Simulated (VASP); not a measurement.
Crystal: GaN.

```xyz
2
Lattice="0.0000 2.2490 2.2490 2.2490 0.0000 2.2490 2.2490 2.2490 0.0000" Properties=species:S:1:pos:R:3 pbc="T T T"
Ga    0.0000    0.0000    0.0000
N     1.1245    1.1245    1.1245
```

Base run:

* Program: VASP 6.6.1
* Functional: PBEsol
* Potentials or basis: VASP PAW PBE potentials, release 64 (Ga_d, N)
* Cutoff: 520 eV
* k mesh: 6 × 6 × 6
* Occupations: gaussian, width 0.01 eV
* Spin: no spin polarisation

Its results: band gap on the k mesh 1.72 eV; pressure -0.2 GPa.

**Question.** The run is repeated on the same cell with these changes: functional from PBEsol to PBE-based global hybrid with 10 % exact exchange; k mesh from 6 × 6 × 6 to 4 × 4 × 4. What comes out?

**Answer.** Band gap on the k mesh 2.57 eV; pressure 3.6 GPa.

Several settings changed at once.

Caveats: some runs use coarse meshes; the structure was generated, so it needn't be the stable form of GaN; the PAW data sets were made with another functional, which shifts forces and pressure a little.

